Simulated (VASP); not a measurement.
# Ba2SnC6 (P4/mmm) in VASP: a series of runs

The runs below take Ba2SnC6 through single point, relaxation of cell and atoms, with PBE.

All numbers are computed with VASP 6.6.1; they aren't measurements. Logs are shortened: lines on timing, memory, paths and dates and some standing lists are left out, and cuts for length are marked.

### 1 The cell of the first run

Symmetry: P4/mmm, No. 123, tetragonal system. The conventional cell has a = 4.257 Å, b = 4.257 Å, c = 8.342 Å, α = 90.00°, β = 90.00°, γ = 90.00°. Ba (site symmetry mmm) has 6 C at 2.62 to 2.94 Å and 4 Ba at 3.01 Å within 3.5 Å. Sn (site symmetry 4/mmm) has 10 C at 2.14 to 2.63 Å within 2.8 Å. Within 3.1 Å of C (site symmetry 2mm) lie 7 C at 2.21 to 3.09 Å and 1 Ba at 2.62 Å and 2 Sn at 2.63 Å. C (site symmetry 4mm) has 1 Sn at 2.14 Å and 4 C at 2.21 Å within 2.8 Å.

The cell was built from a structure type or drawn by symmetry, and may not be a known phase.

### 2 Single point, PBE

INCAR

```
PREC = Accurate ; ENCUT = 520
EDIFF = 1E-7 ; ISMEAR = 0
SIGMA = 0.1 ; LREAL = False
LASPH = True ; NELM = 80
ALGO = Normal ; ISIF = 2
LWAVE = False ; LCHARG = True
GGA = PE ; LELF = True
LVHAR = True ; NBANDS = 39
```

KPOINTS

```
Automatic mesh
0
Gamma
  4 4 2
```

POSCAR

```
Ba2SnC6
1.0
    4.2571312785      0.0000000000      0.0000000000
    0.0000000000      4.2571312785      0.0000000000
    0.0000000000      0.0000000000      8.3419366260
Ba Sn C
2 1 6
Direct
    0.0000000000      0.5000000000      0.5000000000
    0.5000000000      0.0000000000      0.5000000000
    0.5000000000      0.5000000000      0.0000000000
    0.0000000000      0.5000000000      0.8146353157
    0.5000000000      0.0000000000      0.8146353157
    0.0000000000      0.5000000000      0.1853646843
    0.5000000000      0.0000000000      0.1853646843
    0.5000000000      0.5000000000      0.7433349122
    0.5000000000      0.5000000000      0.2566650878
```

Potentials or basis: VASP PAW PBE potentials, release 64 (Ba_sv, Sn_d, C).

Launch:

```
$ cat potpaw_PBE.64/Ba_sv/POTCAR potpaw_PBE.64/Sn_d/POTCAR potpaw_PBE.64/C/POTCAR > POTCAR
$ mpirun -np 1 vasp_std > vasp.out
```

OUTCAR:

```text
PREC = Accurate
   ENCUT = 520
   EDIFF = 1E-7
   ISMEAR = 0
   LREAL = False
   LASPH = True
   NELM = 80
   ISIF = 2
   GGA = PE

 ion  position               nearest neighbor table
   1  0.000  0.500  0.500-   4 2.62   6 2.62   8 2.94   9 2.94   8 2.94   9 2.94   2 3.01   2 3.01
                             2 3.01   2 3.01
   2  0.500  0.000  0.500-   5 2.62   7 2.62   8 2.94   9 2.94   8 2.94   9 2.94   1 3.01   1 3.01
                             1 3.01   1 3.01
   3  0.500  0.500  0.000-   8 2.14   9 2.14   6 2.63   7 2.63   4 2.63   5 2.63   5 2.63   7 2.63
                             4 2.63   6 2.63
   4  0.000  0.500  0.815-   1 2.62   3 2.63   3 2.63
   5  0.500  0.000  0.815-   2 2.62   3 2.63   3 2.63
   6  0.000  0.500  0.185-   1 2.62   3 2.63   3 2.63
   7  0.500  0.000  0.185-   2 2.62   3 2.63   3 2.63
   8  0.500  0.500  0.743-   3 2.14   2 2.94   1 2.94   2 2.94   1 2.94
   9  0.500  0.500  0.257-   3 2.14   2 2.94   1 2.94   2 2.94   1 2.94

  LATTYP: Found a simple tetragonal cell.
 ALAT       =     4.2571312785
 C/A-ratio  =     1.9595206444

  Lattice vectors:

 A1 = (   4.2571312785,   0.0000000000,   0.0000000000)
 A2 = (   0.0000000000,   4.2571312785,   0.0000000000)
 A3 = (   0.0000000000,   0.0000000000,   8.3419366260)

Analysis of symmetry for initial positions (statically):
=====================================================================
 Subroutine PRICEL returns:
 Original cell was already a primitive cell.

 Routine SETGRP: Setting up the symmetry group for a
 simple tetragonal supercell.

 Subroutine GETGRP returns: Found 16 space group operations
 (whereof 16 operations were pure point group operations)
 out of a pool of 16 trial point group operations.

The static configuration has the point symmetry D_4h.

Analysis of symmetry for dynamics (positions and initial velocities):
=====================================================================
 Subroutine PRICEL returns:
 Original cell was already a primitive cell.

 Routine SETGRP: Setting up the symmetry group for a
 simple tetragonal supercell.

 Subroutine GETGRP returns: Found 16 space group operations
 (whereof 16 operations were pure point group operations)
 out of a pool of 16 trial point group operations.

The dynamic configuration has the point symmetry D_4h.

 Subroutine INISYM returns: Found 16 space group operations
 (whereof 16 operations are pure point group operations),
 and found     1 'primitive' translations

----------------------------------------------------------------------------------------

                                     Primitive cell

  volume of cell :     151.1823

  direct lattice vectors                    reciprocal lattice vectors
     4.257131279  0.000000000  0.000000000     0.234899968  0.000000000  0.000000000
     0.000000000  4.257131279  0.000000000     0.000000000  0.234899968  0.000000000
     0.000000000  0.000000000  8.341936626     0.000000000  0.000000000  0.119876240

  length of vectors
     4.257131279  4.257131279  8.341936626     0.234899968  0.234899968  0.119876240

  position of ions in fractional coordinates (direct lattice)
     0.000000000  0.500000000  0.500000000
     0.500000000  0.000000000  0.500000000
     0.500000000  0.500000000  0.000000000
     0.000000000  0.500000000  0.814635316
     0.500000000  0.000000000  0.814635316
     0.000000000  0.500000000  0.185364684
     0.500000000  0.000000000  0.185364684
     0.500000000  0.500000000  0.743334912
     0.500000000  0.500000000  0.256665088

  ion indices of the primitive-cell ions
   primitive index   ion index
                 1           1
                 2           2
                 3           3
                 4           4
                 5           5
                 6           6
                 7           7
                 8           8
                 9           9

----------------------------------------------------------------------------------------

 KPOINTS: Automatic mesh

Automatic generation of k-mesh.
 Grid dimensions read from file:
 generate k-points for:    4    4    2

 Generating k-lattice:

  Cartesian coordinates                     Fractional coordinates (reciprocal lattice)
     0.058724992  0.000000000  0.000000000     0.250000000  0.000000000  0.000000000
     0.000000000  0.058724992  0.000000000     0.000000000  0.250000000  0.000000000
     0.000000000  0.000000000  0.059938120     0.000000000  0.000000000  0.500000000

  Length of vectors
     0.058724992  0.058724992  0.059938120

  Shift w.r.t. Gamma in fractional coordinates (k-lattice)
     0.000000000  0.000000000  0.000000000

 Subroutine IBZKPT returns following result:
 ===========================================

 Found     12 irreducible k-points:

 Following reciprocal coordinates:
            Coordinates               Weight
  0.000000  0.000000  0.000000      1.000000
  0.250000  0.000000  0.000000      4.000000
  0.500000  0.000000  0.000000      2.000000
  0.250000  0.250000  0.000000      4.000000
  0.500000  0.250000  0.000000      4.000000
  0.500000  0.500000  0.000000      1.000000
  0.000000  0.000000  0.500000      1.000000
  0.250000  0.000000  0.500000      4.000000
  0.500000  0.000000  0.500000      2.000000
  0.250000  0.250000  0.500000      4.000000
  0.500000  0.250000  0.500000      4.000000
  0.500000  0.500000  0.500000      1.000000
   k-points           NKPTS =     12   k-points in BZ     NKDIM =     12   number of bands    NBANDS=     39
   number of dos      NEDOS =    301   number of ions     NIONS =      9
   total plane-waves  NPLWV =  65536
   dimension x,y,z NGX =    32 NGY =   32 NGZ =   64
   dimension x,y,z NGXF=    64 NGYF=   64 NGZF=  128
   ions per type =               2   1   6
   NGX,Y,Z   is equivalent  to a cutoff of  12.50, 12.50, 12.75 a.u.
   NGXF,Y,Z  is equivalent  to a cutoff of  24.99, 24.99, 25.51 a.u.
 SYSTEM =  unknown system
   PREC   = accura    normal or accurate (medium, high low for compatibility)
   ISTART =      0    job   : 0-new  1-cont  2-samecut
   ICHARG =      2    charge: 1-file 2-atom 10-const
   ISPIN  =      1    spin polarized calculation?
   LNONCOLLINEAR =      F non collinear calculations
   LSORBIT =      F    spin-orbit coupling
   LASPH  =      T    aspherical Exc in radial PAW
   ENCUT  =  520.0 eV  38.22 Ry    6.18 a.u.   7.92  7.92 15.51*2*pi/ulx,y,z
   NELM   =     80;   NELMIN=  2; NELMDL= -5     # of ELM steps
   EDIFF  = 0.1E-06   stopping-criterion for ELM
   LREAL  =      F    real-space projection
   EDIFFG = 0.1E-05   stopping-criterion for IOM
   NSW    =      0    number of steps for IOM
   IBRION =     -1    ionic relax: 0-MD 1-quasi-New 2-CG
   NFREE  =      0    steps in history (QN), initial steepest desc. (CG)
   ISIF   =      2    stress and relaxation
   ISYM   =      2    0-nonsym 1-usesym 2-fastsym
   POTIM  = 0.5000    time-step for ionic-motion
   TEBEG  =    0.0;   TEEND  =   0.0 temperature during run
   PSTRESS=    0.0 pullay stress
   NELECT =      58.0000    total number of electrons
   NUPDOWN=      -1.0000    fix difference up-down
   EMIN   =  10.00;   EMAX   =-10.00  energy-range for DOS
   EFERMI =   0.00;   METHOD = LEGACY
   ISMEAR =     0;   SIGMA  =   0.10  broadening in eV -4-tet -1-fermi 0-gaus
   EFERMI_NEDOS =   21; number of points for ismear=-14 and -15
   IALGO  =     38    algorithm
   IMIX   =      4    mixing-type and parameters
     AMIX     =   0.40;   BMIX     =  1.00
     AMIX_MAG =   1.60;   BMIX_MAG =  1.00
  volume/ion in A,a.u.               =      16.80       113.36
  Fermi-wavevector in a.u.,A,eV,Ry     =   1.189553  2.247929 19.252742  1.415037
  Thomas-Fermi vector in A             =   2.325658
   LORBIT       =      0    0 simple, 1 ext, 2 COOP (PROOUT), +10 PAW based schemes
   GGA     = PE    functional components
   LHFCALC =     F    Hartree Fock is set to
   AEXX    =    0.0000 exact exchange contribution
   IVDW    =     0    specifies the selected vdW correction
   LEPSILON=     F    determine dielectric tensor
   LRPA    =     F    only Hartree local field effects (RPA)
 non-spin polarized calculation
 Gauss-broadening in eV      SIGMA  =   0.10
  energy-cutoff  :      520.00
  volume of cell :      151.18
 maximum number of plane-waves:      4096
 NGX is ok and might be reduce to    32
   NGX = 15   NGY = 15   NGZ = 31

 number of electron      58.0000004 magnetization

 Free energy of the ion-electron system (eV)
  ---------------------------------------------------
  ext. energy  EPLUGINS =         0.00000000
  ---------------------------------------------------
  free energy    TOTEN  =       -36.12680892 eV

  energy without entropy =      -36.09849570  energy(sigma->0) =      -36.11265231

 E-fermi :   4.4655     XC(G=0): -10.1991

 val. band max:        4.4119668862   @ k =   0.0000   0.0000   0.5000
 cond. band min:       4.4808674160   @ k =   0.5000   0.0000   0.5000
 fundamental gap:      0.0689005298
 Fermi energy:         4.4655221528

 k-point     1 :       0.0000    0.0000    0.0000
  band No.  band energies     occupation
      1     -24.5742      2.00000
      2     -22.8234      2.00000
      3     -17.3258      2.00000
      4     -17.2942      2.00000
      5     -17.2625      2.00000
      6     -17.1815      2.00000
[... 31 lines left out ...]
     38       7.0548      0.00000
     39       7.1168      0.00000

 k-point     2 :       0.2500    0.0000    0.0000
  band No.  band energies     occupation
      1     -24.3453      2.00000
      2     -23.1116      2.00000
      3     -17.3245      2.00000
      4     -17.2863      2.00000
      5     -17.2643      2.00000
      6     -17.1874      2.00000
[... 409 lines left out ...]
     38       6.6957      0.00000
     39       7.2386      0.00000

 k-point    12 :       0.5000    0.5000    0.5000
  band No.  band energies     occupation
      1     -23.6876      2.00000
      2     -23.6876      2.00000
      3     -17.3203      2.00000
      4     -17.2699      2.00000
      5     -17.2625      2.00000
      6     -17.1925      2.00000
[... 31 lines left out ...]
     38       7.0907      0.00000
     39       7.2496      0.00000

------------------------ aborting loop because EDIFF is reached ----------------------------------------

  FORCE on cell =-STRESS in cart. coord.  units (eV):
  Direction    XX          YY          ZZ          XY          YZ          ZX
  --------------------------------------------------------------------------------------
  -------------------------------------------------------------------------------------
  Total        1.6388494      1.6388494      2.3648863      0.0000000      0.0000000      0.0000000
  in kB       17.3679540     17.3679540     25.0622398      0.0000000      0.0000000      0.0000000
  external PRESSURE =      19.9327159 kB  Pullay stress =       0.0000000 kB

 VOLUME and BASIS-vectors are now :
 -----------------------------------------------------------------------------
  energy-cutoff  :      520.00
  volume of cell :      151.18
      direct lattice vectors                 reciprocal lattice vectors
     4.257131279  0.000000000  0.000000000     0.234899968  0.000000000  0.000000000
     0.000000000  4.257131279  0.000000000     0.000000000  0.234899968  0.000000000
     0.000000000  0.000000000  8.341936626     0.000000000  0.000000000  0.119876240

 POSITION                                       TOTAL-FORCE (eV/Angst)
 -----------------------------------------------------------------------------------
      0.00000      2.12857      4.17097        -0.000000      0.000000      0.000000
      2.12857      0.00000      4.17097        -0.000000      0.000000      0.000000
      2.12857      2.12857      0.00000        -0.000000      0.000000      0.000000
      0.00000      2.12857      6.79564         0.000000      0.000000      0.172070
      2.12857      0.00000      6.79564        -0.000000      0.000000      0.172070
      0.00000      2.12857      1.54630        -0.000000      0.000000     -0.172070
      2.12857      0.00000      1.54630         0.000000      0.000000     -0.172070
      2.12857      2.12857      6.20085        -0.000000     -0.000000      0.106792
      2.12857      2.12857      2.14108         0.000000     -0.000000     -0.106792
 -----------------------------------------------------------------------------------
    total drift:                                0.000000     -0.000000     -0.000000

  FREE ENERGIE OF THE ION-ELECTRON SYSTEM (eV)
  ---------------------------------------------------
  free  energy   TOTEN  =       -36.1268089182 eV

  energy  without entropy=      -36.0984957005  energy(sigma->0) =      -36.11265231
```

Run time: 72 s. Hardware: 1 thread of Intel Xeon Platinum 8488C (Sapphire Rapids), shared host; peak memory 0.27 GiB.

What came out:

| Quantity | Value |
| --- | --- |
| Free energy | -36.1268 eV |
| Pressure | 2.0 GPa |
| Largest force | 0.172 eV/Å |
| Band gap on the k mesh | zero (bands 29 and 30 overlap by 1.21 eV) |

Forces in eV/Å, atoms in the order of the input:
```
Ba   0.000  0.000  0.000
Ba   0.000  0.000  0.000
Sn   0.000  0.000  0.000
C    0.000  0.000  0.172
C    0.000  0.000  0.172
C    0.000  0.000 -0.172
C    0.000  0.000 -0.172
C    0.000  0.000  0.107
C    0.000  0.000 -0.107
```

Stress tensor (GPa, compression positive):
```
1.74 0.00 0.00
0.00 1.74 0.00
0.00 0.00 2.51
```

Levels at points of the mesh, in eV from the Fermi level:
```tsv
k point	band 25	band 26	band 27	band 28	band 29	band 30	band 31	band 32	band 33	band 34
(0.00, 0.00, 0.00)	-2.88	-2.35	-1.17	-1.01	-0.44	0.65	0.65	0.72	0.72	0.90
(0.50, 0.00, 0.00)	-1.03	-0.88	-0.63	-0.38	-0.32	0.32	0.94	0.95	1.71	1.76
(0.50, 0.50, 0.00)	-2.66	0.10	0.10	0.63	0.63	0.92	0.95	1.22	1.83	1.99
(0.00, 0.00, 0.50)	-3.97	-2.22	-0.75	-0.44	-0.32	-0.05	0.12	0.47	0.47	0.93
(0.50, 0.00, 0.50)	-1.09	-1.04	-0.67	-0.65	-0.14	-0.09	0.02	1.10	1.69	1.71
(0.50, 0.50, 0.50)	-2.00	-0.99	-0.99	0.73	0.75	0.78	0.78	0.84	1.04	1.53
```

Caveat: the k points lie up to 0.38 Å⁻¹ apart, too coarse for converged energies and pressures of a metal; spin-orbit coupling is left out, which moves the levels of the heavy elements.

(Continued in part 2 of 3.)
